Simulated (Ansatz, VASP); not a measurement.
## Two plane-wave programs on Ta

```
Ta
1.0
    -1.66037    1.66037    1.66037
     1.66037   -1.66037    1.66037
     1.66037    1.66037   -1.66037
Ta
1
Cartesian
  0.0000 0.0000 0.0000
```

Alike in both runs: functional PBE; k mesh 16 × 16 × 16; occupations gaussian, width 0.1 eV; no spin polarisation.

Ansatz relaxed the structure, and its values are those at the end. VASP's run is a single point on that final structure, the one shown.

```csv
,VASP,Ansatz
version,VASP 6.6.1,Ansatz 0.2.0
potentials or method,"VASP PAW PBE potentials, release 64 (Ta_pv)","scalar-relativistic, plane waves, PAW"
plane-wave cutoff (eV),520,420
valence electrons in the cell,11,13
```

Ansatz gave:

- gap on the k mesh at the Fermi level (eV): none
- pressure (GPa): 0.0

Problem. Which values does VASP return?

Solution. gap on the k mesh at the Fermi level (eV): none; pressure (GPa): 0.1.

A gap of «none» marks a metal or a gap that the smearing closes. The functional is the same, so the differences come from potentials, cutoffs and numerics. VASP's potentials hold 11 valence electrons a cell and Ansatz's 13, so a difference there can come from the potentials and not from the codes.

Spin-orbit coupling is off throughout.
